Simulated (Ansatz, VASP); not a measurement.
# Hg in VASP and in Ansatz

```
Hg
1.0
     4.54000    0.00000    0.00000
    -2.27000    3.93176    0.00000
     0.00000    0.00000    3.87000
Hg
3
Cartesian
  0.0000 2.6212 1.9350
  0.0000 0.0000 0.0000
  2.2700 1.3106 1.9350
```

Alike in both runs: task single point; functional PBE; k mesh 6 × 6 × 4; occupations gaussian, width 0.1 eV; no spin polarisation.

|  | VASP | Ansatz |
| --- | --- | --- |
| version | VASP 6.6.1 | Ansatz 0.2.0 |
| potentials or method | VASP PAW PBE potentials, release 64 (Hg_sv_GW), cutoff 550 eV | scalar-relativistic, plane waves, PAW |
| valence electrons in the cell | 60 | 60 |

Ansatz gave:

* gap on the k mesh at the Fermi level (eV): none
* pressure (GPa): 12.8
* traceless stress, the component that is largest in VASP (GPa): -8.54

Task: Estimate VASP's values.

Result: gap on the k mesh at the Fermi level (eV): none; pressure (GPa): 12.6; traceless stress, the component that is largest in VASP (GPa): -8.60.

A gap of «none» marks a metal or a gap that the smearing closes.

The k mesh is coarse, so the values compare programs but aren't converged. Spin-orbit coupling is off throughout.
